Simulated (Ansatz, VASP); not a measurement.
# GaAs in VASP and in Ansatz

```
CELL_PARAMETERS angstrom
0.00000 2.86405 2.86405
2.86405 0.00000 2.86405
2.86405 2.86405 0.00000
ATOMIC_POSITIONS crystal
As 0.75000 0.75000 0.75000
Ga 0.00000 0.00000 0.00000
```

Alike in both runs: task single point; functional BHLYP; k mesh 4 × 4 × 4; occupations fermi-dirac, width 0.05 eV; no spin polarisation.

```csv
,VASP,Ansatz
version,VASP 6.6.1,Ansatz 0.2.0
potentials or method,"VASP PAW PBE potentials, release 64 (As, Ga_d)",Ansatz PAW
plane-wave cutoff (eV),520,420
valence electrons in the cell,18,28
```

|  | VASP | Ansatz | Ansatz less VASP |
| --- | --- | --- | --- |
| gap on the k mesh at the Fermi level (eV) | 3.46 | 3.34 | -0.125 |
| least direct gap on the mesh (eV) | 3.46 | 3.34 | -0.125 |
| pressure (GPa) | -1.2 | -0.8 | +0.45 |

VASP's potentials were made for PBE, not for BHLYP. VASP's potentials hold 18 valence electrons a cell and Ansatz's 28, so a difference there can come from the potentials and not from the codes.

The k mesh is coarse, so the values compare programs but aren't converged.
